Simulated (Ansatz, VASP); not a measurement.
One calculation of Ag3SnO4, two programs

INCAR

```
SYSTEM = Ag3SnO4
PREC     = Accurate       ! precision mode
ENCUT    = 600            ! plane-wave cutoff, eV
EDIFF    = 1E-6           ! SCF threshold, eV
ISMEAR   = 0              ! smearing method
SIGMA    = 0.1            ! smearing width, eV
LREAL    = .False.        ! projectors in reciprocal space
LASPH    = .True.         ! aspherical terms in the spheres
NELM     = 120            ! most SCF steps
ALGO     = Normal         ! electronic algorithm
ISIF     = 2              ! what is computed and relaxed
LWAVE    = .False.        ! write WAVECAR
LCHARG   = .False.        ! write CHGCAR
GGA      = PE             ! functional
NBANDS   = 46             ! bands
GGA_COMPAT= .False.
```

File KPOINTS:

```
regular mesh
0
Gamma
  8 8 8
  0 0 0
```

File POSCAR:

```
Ag3SnO4
1.0
    4.7437880684      0.0000000000      0.0000000000
    0.0000000000      4.7437880684      0.0000000000
    0.0000000000      0.0000000000      4.7437880684
Ag Sn O
3 1 4
Direct
    0.0000000000      0.5000000000      0.5000000000
    0.5000000000      0.0000000000      0.5000000000
    0.5000000000      0.5000000000      0.0000000000
    0.0000000000      0.0000000000      0.0000000000
    0.5000000000      0.0000000000      0.0000000000
    0.0000000000      0.5000000000      0.0000000000
    0.0000000000      0.0000000000      0.5000000000
    0.5000000000      0.5000000000      0.5000000000
```

Input for Ansatz:

```yaml
crystal:
  lattice:
    - [4.7437880684, 0.0, 0.0]
    - [0.0, 4.7437880684, 0.0]
    - [0.0, 0.0, 4.7437880684]
  atoms:
    - { symbol: Ag, position: [0.0, 0.5, 0.5] }
    - { symbol: Ag, position: [0.5, 0.0, 0.5] }
    - { symbol: Ag, position: [0.5, 0.5, 0.0] }
    - { symbol: Sn, position: [0.0, 0.0, 0.0] }
    - { symbol: O, position: [0.5, 0.0, 0.0] }
    - { symbol: O, position: [0.0, 0.5, 0.0] }
    - { symbol: O, position: [0.0, 0.0, 0.5] }
    - { symbol: O, position: [0.5, 0.5, 0.5] }
basis:
  ecutwfc: 420
kpoints:
  mp_grid: { grid: [8, 8, 8] }
  band_path:
    path:
      - [[0.0, 0.0, 0.0], [0.0, 0.5, 0.0], [0.5, 0.5, 0.0], [0.0, 0.0, 0.0], [0.5, 0.5, 0.5], [0.0, 0.5, 0.0]]
      - [[0.5, 0.5, 0.5], [0.5, 0.5, 0.0]]
    npoints: 14
hamiltonian:
  xc: pbe
scf:
  occupations: { method: gaussian, width: 0.1 }
  n_extra_bands: 20
output:
  forces: true
  stress: true
  eigenvalues: true
  populations: true
  dos: { projected: true, de: 0.02, nscf_kmesh: { grid: [10, 10, 10] } }
  bader: true
  write_density: true
  write_potential: true
  elf: true
  volumetric_format: npy
```

Alike in both runs: task single point; functional PBE; k mesh 8 × 8 × 8; occupations gaussian, width 0.1 eV; no spin polarisation.

|  | VASP | Ansatz |
| --- | --- | --- |
| version | VASP 6.6.1 | Ansatz 0.2.0 |
| potentials or method | VASP PAW PBE potentials, release 64 (Ag, Sn_d, O), cutoff 600 eV | scalar-relativistic, plane waves, PAW |
| valence electrons in the cell | 71 | 95 |

```tsv
	VASP	Ansatz	Ansatz less VASP
gap on the k mesh at the Fermi level (eV)	none	none	-
pressure (GPa)	-0.3	0.0	+0.30
```

A gap of «none» marks a metal or a gap that the smearing closes. The functional is the same, so the differences come from potentials, cutoffs and numerics. VASP's potentials hold 71 valence electrons a cell and Ansatz's 95, so a difference there can come from the potentials and not from the codes.
